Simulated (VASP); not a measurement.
# Be2Sb3P (P1) in VASP: single point with PBEsol

Aim: the single point of Be2Sb3P with PBEsol.

Everything below comes from runs of VASP 6.6.1. Logs are shortened: lines on timing, memory, paths and dates and some standing lists are left out, and cuts for length are marked.

### 1 The cell of the first run

The typed cell holds 12 atoms: a = 4.069 Å, b = 7.637 Å, c = 9.137 Å, α = 90.17°, β = 89.81°, γ = 117.89°.

### 2 Single point, PBEsol

INCAR reads:

```
SYSTEM = Be2Sb3P
PREC = Accurate
ENCUT = 520
EDIFF = 1E-7
ISMEAR = -1
SIGMA = 0.05
LREAL = .FALSE.
LASPH = .TRUE.
NELM = 80
ALGO = Normal
ISIF = 2
LWAVE = .FALSE.
LCHARG = .FALSE.
GGA = PS
NBANDS = 36
```

KPOINTS reads:

```
regular mesh
0
G
  6 6 2
  0 0 0
```

POSCAR reads:

```
Be2Sb3P
1.0
    4.0669196414      0.1444762867      0.0063447611
   -3.8093294633      6.6189567432     -0.0101741392
    0.0168992708     -0.0074015253      9.1370780847
Be Sb P
4 6 2
Direct
    0.2126346778      0.3858217190      0.9277769142
    0.1800105392      0.1275122346      0.0671520643
    0.2126522079      0.8858256390      0.9277917924
    0.1800825269      0.6275246679      0.0672040132
    1.0066462879      0.3348452962      0.4349217170
    0.5329081284     -0.0339929295      0.1679329614
   -0.1372808556      0.0478382390      0.8251765356
    1.0066094082      0.8348607033      0.4348985434
    0.5328916453      0.4658804125      0.1679366843
   -0.1372681451      0.5479048781      0.8251893568
    0.3128966537      0.1618244543      0.5847789662
    0.3129131992      0.6618438537      0.5847789978
```

Potentials or basis: VASP PAW PBE potentials, release 64 (Be, Sb, P).

On the command line:

```console
$ cat potpaw_PBE.64/Be/POTCAR potpaw_PBE.64/Sb/POTCAR potpaw_PBE.64/P/POTCAR > POTCAR
$ mpirun -np 1 vasp_std > vasp.out
```

OUTCAR:

```text
SYSTEM = Be2Sb3P
   PREC = Accurate
   ENCUT = 520
   EDIFF = 1E-7
   ISMEAR = -1
   LREAL = .FALSE.
   LASPH = .TRUE.
   NELM = 80
   ISIF = 2
   GGA = PS

 ion  position               nearest neighbor table
   1  0.213  0.386  0.928-   4 2.29   2 2.30  10 2.47   7 2.47   9 2.48  10 2.52
   2  0.180  0.128  0.067-   3 2.29   1 2.30   6 2.47   9 2.47   7 2.49   6 2.50
   3  0.213  0.886  0.928-   2 2.29   4 2.30   7 2.47  10 2.47   6 2.48   7 2.52
   4  0.180  0.628  0.067-   1 2.29   3 2.30   9 2.47   6 2.47  10 2.49   9 2.50
   5  0.007  0.335  0.435-  11 2.60  12 2.60  11 2.84   9 3.08   6 3.54   9 3.54
   6  0.533  0.966  0.168-   2 2.47   4 2.47   3 2.48   2 2.50   8 3.08   7 3.35   5 3.54   8 3.54

   7  0.863  0.048  0.825-   3 2.47   1 2.47   2 2.49   3 2.52  11 2.73   6 3.35
   8  0.007  0.835  0.435-  12 2.60  11 2.60  12 2.84   6 3.08   9 3.54   6 3.54
   9  0.533  0.466  0.168-   4 2.47   2 2.47   1 2.48   4 2.50   5 3.08  10 3.35   8 3.54   5 3.54

  10  0.863  0.548  0.825-   1 2.47   3 2.47   4 2.49   1 2.52  12 2.73   9 3.35
  11  0.313  0.162  0.585-   5 2.60   8 2.60   7 2.73   5 2.84
  12  0.313  0.662  0.585-   8 2.60   5 2.60  10 2.73   8 2.84

  LATTYP: Found a triclinic cell.
 ALAT       =     4.0694900200
 B/A-ratio  =     1.8766143617
 C/A-ratio  =     2.2452682438
 COS(alpha) =     0.0029568764
 COS(beta)  =     0.0033786977
 COS(gamma) =     0.4677248809

  Lattice vectors:

 A1 = (  -4.0669196414,  -0.1444762867,  -0.0063447611)
 A2 = (  -3.8093294633,   6.6189567432,  -0.0101741392)
 A3 = (  -0.0168992708,   0.0074015253,  -9.1370780847)

Analysis of symmetry for initial positions (statically):
=====================================================================
 Subroutine PRICEL returns:
 Original cell was already a primitive cell.

 Routine SETGRP: Setting up the symmetry group for a
 triclinic supercell.

 Subroutine GETGRP returns: Found  1 space group operations
 (whereof  1 operations were pure point group operations)
 out of a pool of  2 trial point group operations.

The static configuration has the point symmetry C_1 .

Analysis of symmetry for dynamics (positions and initial velocities):
=====================================================================
 Subroutine PRICEL returns:
 Original cell was already a primitive cell.

 Routine SETGRP: Setting up the symmetry group for a
 triclinic supercell.

 Subroutine GETGRP returns: Found  1 space group operations
 (whereof  1 operations were pure point group operations)
 out of a pool of  2 trial point group operations.

The dynamic configuration has the point symmetry C_1 .

 Subroutine INISYM returns: Found  1 space group operations
 (whereof  1 operations are pure point group operations),
 and found     1 'primitive' translations

----------------------------------------------------------------------------------------

                                     Primitive cell

  volume of cell :     250.9867

  direct lattice vectors                    reciprocal lattice vectors
     4.066919641  0.144476287  0.006344761     0.240960414  0.138676569 -0.000333327
    -3.809329463  6.618956743 -0.010174139    -0.005259794  0.148054304  0.000129660
     0.016899271 -0.007401525  9.137078085    -0.000173179  0.000068562  0.109444554

  length of vectors
     4.069490020  7.636863416  9.137096710     0.278016587  0.148147761  0.109444712

  position of ions in fractional coordinates (direct lattice)
     0.212634678  0.385821719  0.927776914
     0.180010539  0.127512235  0.067152064
     0.212652208  0.885825639  0.927791792
     0.180082527  0.627524668  0.067204013
     0.006646288  0.334845296  0.434921717
     0.532908128  0.966007070  0.167932961
     0.862719144  0.047838239  0.825176536
     0.006609408  0.834860703  0.434898543
     0.532891645  0.465880412  0.167936684
     0.862731855  0.547904878  0.825189357
     0.312896654  0.161824454  0.584778966
     0.312913199  0.661843854  0.584778998

  ion indices of the primitive-cell ions
   primitive index   ion index
                 1           1
                 2           2
                 3           3
                 4           4
                 5           5
                 6           6
                 7           7
                 8           8
                 9           9
                10          10
                11          11
                12          12

----------------------------------------------------------------------------------------

 KPOINTS: regular mesh

Automatic generation of k-mesh.
 Grid dimensions read from file:
 generate k-points for:    6    6    2

 Generating k-lattice:

  Cartesian coordinates                     Fractional coordinates (reciprocal lattice)
     0.040160069  0.023112762 -0.000055555     0.166666667  0.000000000 -0.000000000
    -0.000876632  0.024675717  0.000021610     0.000000000  0.166666667  0.000000000
    -0.000086590  0.000034281  0.054722277    -0.000000000  0.000000000  0.500000000

  Length of vectors
     0.046336098  0.024691293  0.054722356

  Shift w.r.t. Gamma in fractional coordinates (k-lattice)
     0.000000000  0.000000000  0.000000000

 Subroutine IBZKPT returns following result:
 ===========================================

 Found     40 irreducible k-points:

 Following reciprocal coordinates:
            Coordinates               Weight
  0.000000  0.000000  0.000000      1.000000
  0.166667  0.000000  0.000000      2.000000
  0.333333  0.000000  0.000000      2.000000
  0.500000  0.000000  0.000000      1.000000
  0.000000  0.166667  0.000000      2.000000
  0.166667  0.166667  0.000000      2.000000
[... 16 lines left out ...]
  0.333333  0.000000  0.500000      2.000000
  0.500000 -0.000000  0.500000      1.000000
 [... further k-points ...]
   k-points           NKPTS =     40   k-points in BZ     NKDIM =     40   number of bands    NBANDS=     36
   number of dos      NEDOS =    301   number of ions     NIONS =     12
   total plane-waves  NPLWV = 126000
   dimension x,y,z NGX =    30 NGY =   60 NGZ =   70
   dimension x,y,z NGXF=    60 NGYF=  120 NGZF=  140
   ions per type =               4   6   2
   NGX,Y,Z   is equivalent  to a cutoff of  12.26, 13.06, 12.74 a.u.
   NGXF,Y,Z  is equivalent  to a cutoff of  24.51, 26.12, 25.47 a.u.
 SYSTEM =  Be2Sb3P
   PREC   = accura    normal or accurate (medium, high low for compatibility)
   ISTART =      0    job   : 0-new  1-cont  2-samecut
   ICHARG =      2    charge: 1-file 2-atom 10-const
   ISPIN  =      1    spin polarized calculation?
   LNONCOLLINEAR =      F non collinear calculations
   LSORBIT =      F    spin-orbit coupling
   LASPH  =      T    aspherical Exc in radial PAW
   ENCUT  =  520.0 eV  38.22 Ry    6.18 a.u.   7.57 14.20 16.99*2*pi/ulx,y,z
   NELM   =     80;   NELMIN=  2; NELMDL= -5     # of ELM steps
   EDIFF  = 0.1E-06   stopping-criterion for ELM
   LREAL  =      F    real-space projection
   EDIFFG = 0.1E-05   stopping-criterion for IOM
   NSW    =      0    number of steps for IOM
   IBRION =     -1    ionic relax: 0-MD 1-quasi-New 2-CG
   NFREE  =      0    steps in history (QN), initial steepest desc. (CG)
   ISIF   =      2    stress and relaxation
   ISYM   =      2    0-nonsym 1-usesym 2-fastsym
   POTIM  = 0.5000    time-step for ionic-motion
   TEBEG  =    0.0;   TEEND  =   0.0 temperature during run
   PSTRESS=    0.0 pullay stress
   NELECT =      48.0000    total number of electrons
   NUPDOWN=      -1.0000    fix difference up-down
   EMIN   =  10.00;   EMAX   =-10.00  energy-range for DOS
   EFERMI =   0.00;   METHOD = LEGACY
   ISMEAR =    -1;   SIGMA  =   0.05  broadening in eV -4-tet -1-fermi 0-gaus
   EFERMI_NEDOS =   21; number of points for ismear=-14 and -15
   IALGO  =     38    algorithm
   IMIX   =      4    mixing-type and parameters
     AMIX     =   0.40;   BMIX     =  1.00
     AMIX_MAG =   1.60;   BMIX_MAG =  1.00
  volume/ion in A,a.u.               =      20.92       141.15
  Fermi-wavevector in a.u.,A,eV,Ry     =   0.943203  1.782395 12.104169  0.889631
  Thomas-Fermi vector in A             =   2.070887
   LORBIT       =      0    0 simple, 1 ext, 2 COOP (PROOUT), +10 PAW based schemes
   GGA     = PS    functional components
   LHFCALC =     F    Hartree Fock is set to
   AEXX    =    0.0000 exact exchange contribution
   IVDW    =     0    specifies the selected vdW correction
   LEPSILON=     F    determine dielectric tensor
   LRPA    =     F    only Hartree local field effects (RPA)
 non-spin polarized calculation
  energy-cutoff  :      520.00
  volume of cell :      250.99
 maximum number of plane-waves:      6785
   NGX = 15   NGY = 29   NGZ = 33

 number of electron      48.0000001 magnetization

 Free energy of the ion-electron system (eV)
  ---------------------------------------------------
  ext. energy  EPLUGINS =         0.00000000
  ---------------------------------------------------
  free energy    TOTEN  =       -52.78558287 eV

  energy without entropy =      -52.76506674  energy(sigma->0) =      -52.77532481

 E-fermi :   6.8562     XC(G=0):  -9.8830

 val. band max:        6.8452681120   @ k =   0.3333   0.0000   0.5000
 cond. band min:       6.8611367895   @ k =   0.1667   0.5000   0.5000
 fundamental gap:      0.0158686775
 Fermi energy:         6.8561526457

 k-point     1 :       0.0000    0.0000    0.0000
  band No.  band energies     occupation
      1      -6.3715      2.00000
      2      -4.4211      2.00000
      3      -4.2093      2.00000
      4      -3.7580      2.00000
      5      -3.4655      2.00000
      6      -2.2495      2.00000
[... 28 lines left out ...]
     35      10.4659      0.00000
     36      10.5270      0.00000
[... 866 lines left out ...]
      6      -2.6545      2.00000
[... 28 lines left out ...]
     35      10.0816      0.00000
     36      10.5018      0.00000

 [... further k-points ...]

------------------------ aborting loop because EDIFF is reached ----------------------------------------

  FORCE on cell =-STRESS in cart. coord.  units (eV):
  Direction    XX          YY          ZZ          XY          YZ          ZX
  --------------------------------------------------------------------------------------
  -------------------------------------------------------------------------------------
  Total        0.4331967      0.4290036      0.5563531      0.0119879      0.0968401      0.1497605
  in kB        2.7653178      2.7385513      3.5514888      0.0765250      0.6181805      0.9559982
  external PRESSURE =       3.0184527 kB  Pullay stress =       0.0000000 kB

 VOLUME and BASIS-vectors are now :
 -----------------------------------------------------------------------------
  energy-cutoff  :      520.00
  volume of cell :      250.99
      direct lattice vectors                 reciprocal lattice vectors
     4.066919641  0.144476287  0.006344761     0.240960414  0.138676569 -0.000333327
    -3.809329463  6.618956743 -0.010174139    -0.005259794  0.148054304  0.000129660
     0.016899271 -0.007401525  9.137078085    -0.000173179  0.000068562  0.109444554

 POSITION                                       TOTAL-FORCE (eV/Angst)
 -----------------------------------------------------------------------------------
     -0.58928      2.57759      8.47459         0.007653      0.004464     -0.001001
      0.24749      0.86951      0.61342        -0.008238     -0.005325     -0.002040
     -2.49388      5.88710      8.46964         0.008268      0.004504     -0.000785
     -1.65693      4.17908      0.60881        -0.008094     -0.005231     -0.002594
     -1.24116      2.21407      3.97055        -0.019778     -0.007676     -0.031761
     -1.50971      6.46971      1.52797         0.027469      0.013896      0.063877
      3.34032      0.43517      7.54469        -0.035009     -0.019338     -0.055106
     -3.14603      5.52364      3.96525        -0.018787     -0.008893     -0.031105
      0.39537      3.15939      1.53309         0.025727      0.018569      0.063392
      1.43546      3.74510      7.53972        -0.033174     -0.021676     -0.054197
      0.66597      1.11199      5.34351         0.027459      0.013324      0.026101
     -1.23871      4.42160      5.33842         0.026504      0.013382      0.025222
 -----------------------------------------------------------------------------------
    total drift:                                0.000277      0.000067     -0.000003

  FREE ENERGIE OF THE ION-ELECTRON SYSTEM (eV)
  ---------------------------------------------------
  free  energy   TOTEN  =       -52.7855828686 eV

  energy  without entropy=      -52.7650667421  energy(sigma->0) =      -52.77532481
```

Run time: 7 min. Hardware: 1 thread of Intel Xeon Platinum 8259CL at 2.50GHz (Skylake/Cascade Lake), shared host; peak memory 0.52 GiB.

What came out:

| Quantity | Value |
| --- | --- |
| Free energy | -52.7856 eV |
| Pressure | 0.3 GPa |
| Largest force | 0.071 eV/Å |
| Band gap on the k mesh | zero (bands 24 and 25 overlap by 1.10 eV) |

Forces on the atoms (eV/Å):
```
Be   0.008  0.004 -0.001
Be  -0.008 -0.005 -0.002
Be   0.008  0.005 -0.001
Be  -0.008 -0.005 -0.003
Sb  -0.020 -0.008 -0.032
Sb   0.027  0.014  0.064
Sb  -0.035 -0.019 -0.055
Sb  -0.019 -0.009 -0.031
Sb   0.026  0.019  0.063
Sb  -0.033 -0.022 -0.054
P    0.027  0.013  0.026
P    0.027  0.013  0.025
```

Stress tensor (GPa, compression positive):
```
0.28 0.01 0.10
0.01 0.27 0.06
0.10 0.06 0.36
```

Caveat: the PAW data sets were made with another functional, which shifts forces and pressure a little; spin-orbit coupling is left out, which moves the levels of the heavy elements.
